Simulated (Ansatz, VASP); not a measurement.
## B5P6: VASP beside Ansatz

```
P B
1.0
     3.21614    0.00000    0.00000
     0.00000    3.21614    0.00000
     0.00000    0.00000   26.37076
P B
6 5
Direct
  0.00000 0.50000 0.28502
  0.50000 0.00000 0.37096
  0.00000 0.50000 0.45683
  0.50000 0.00000 0.54317
  0.00000 0.50000 0.62904
  0.50000 0.00000 0.71498
  0.50000 0.50000 0.32785
  0.00000 0.00000 0.41384
  0.50000 0.50000 0.50000
  0.00000 0.00000 0.58616
  0.50000 0.50000 0.67215
```

Alike in both runs: functional PBE; k mesh 8 × 8 × 1; occupations gaussian, width 0.05 eV; no spin polarisation.

Ansatz relaxed the structure, and its values are those at the end. VASP's run is a single point on that final structure, the one shown.

|  | VASP | Ansatz |
| --- | --- | --- |
| version | VASP 6.6.1 | Ansatz 0.2.0 |
| potentials or method | VASP PAW PBE potentials, release 64 (P, B), cutoff 520 eV | scalar-relativistic, plane waves, PAW |
| valence electrons in the cell | 45 | 45 |

```csv
,VASP,Ansatz,Ansatz less VASP
gap on the k mesh at the Fermi level (eV),none,none,-
rms of the force components (eV/Å),0.007,0.004,-0.0025
```

A gap of «none» marks a metal or a gap that the smearing closes.
